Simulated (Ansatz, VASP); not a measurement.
**Cr: VASP beside Ansatz**

```
CELL_PARAMETERS angstrom
4.31493 0.00000 0.00000
-2.15746 3.73684 0.00000
0.00000 0.00000 2.32821
ATOMIC_POSITIONS crystal
Cr 0.00000 0.00000 0.00000
Cr 0.33333 0.66667 0.50000
Cr 0.66667 0.33333 0.50000
```

Alike in both runs: task single point; functional r2SCAN; k mesh 10 × 10 × 15; occupations fermi-dirac, width 0.1 eV; no spin polarisation.

|  | VASP | Ansatz |
| --- | --- | --- |
| version | VASP 6.6.1 | Ansatz 0.2.0 |
| potentials or method | VASP PAW PBE potentials, release 64 (Cr_sv), cutoff 770 eV | plane waves (500 eV) with PAW, scalar-relativistic |
| valence electrons in the cell | 42 | 42 |

|  | VASP | Ansatz | Ansatz less VASP |
| --- | --- | --- | --- |
| pressure (GPa) | -17.3 | -16.6 | +0.63 |

VASP's potentials were made for PBE, not for r2SCAN.
